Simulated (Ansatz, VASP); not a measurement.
## One calculation of NaH, two programs

The input INCAR:

```
SYSTEM = NaH
PREC = Accurate ; ENCUT = 520
EDIFF = 1E-7 ; ISMEAR = 0
SIGMA = 0.02 ; LREAL = .FALSE.
LASPH = .TRUE. ; NELM = 100
ALGO = Normal ; ISIF = 2
LWAVE = .FALSE. ; LCHARG = .TRUE.
GGA = PE ; LELF = .TRUE.
LVHAR = .TRUE. ; NBANDS = 11
```

KPOINTS

```
Automatic mesh
0
G
  10 10 10
  0 0 0
```

The input POSCAR:

```
NaH
1.0
    2.9551240000      0.0000000000      0.0000000000
    0.0000000000      2.9551240000      0.0000000000
    0.0000000000      0.0000000000      2.9551240000
Na H
1 1
Direct
    0.0000000000      0.0000000000      0.0000000000
    0.5910283291      0.4241419311      0.5454160299
```

Input for Ansatz:

```yaml
crystal:
  lattice:
    - [2.955124, 0.0, 0.0]
    - [0.0, 2.955124, 0.0]
    - [0.0, 0.0, 2.955124]
  atoms:
    - { symbol: Na, position: [0.0, 0.0, 0.0] }
    - { symbol: H, position: [0.5910283291, 0.4241419311, 0.5454160299] }
basis:
  ecutwfc: 420
kpoints:
  mp_grid: { grid: [10, 10, 10] }
hamiltonian:
  xc: pbe
scf:
  occupations: { method: gaussian, width: 0.02 }
output:
  forces: true
  stress: true
  eigenvalues: true
```

Change from the starting cell: one atom moved.

Alike in both runs: task single point; functional PBE; k mesh 10 × 10 × 10; occupations gaussian, width 0.02 eV; no spin polarisation.

|  | VASP | Ansatz |
| --- | --- | --- |
| version | VASP 6.6.1 | Ansatz 0.2.0 |
| potentials or method | VASP PAW PBE potentials, release 64 (Na_pv, H), cutoff 520 eV | scalar-relativistic, plane waves, PAW |
| valence electrons in the cell | 8 | 10 |

```tsv
	VASP	Ansatz	Ansatz less VASP
gap on the k mesh at the Fermi level (eV)	1.14	1.14	+0.002
least direct gap on the mesh (eV)	4.41	4.41	+0.004
pressure (GPa)	1.5	1.5	+0.04
traceless stress, the component that is largest in VASP (GPa)	-1.16	-1.15	+0.010
rms of the force components (eV/Å)	0.147	0.145	-0.0022
```

Atom by atom the forces differ by 0.002 eV/Å (rms over components). VASP's potentials hold 8 valence electrons a cell and Ansatz's 10, so a difference there can come from the potentials and not from the codes.
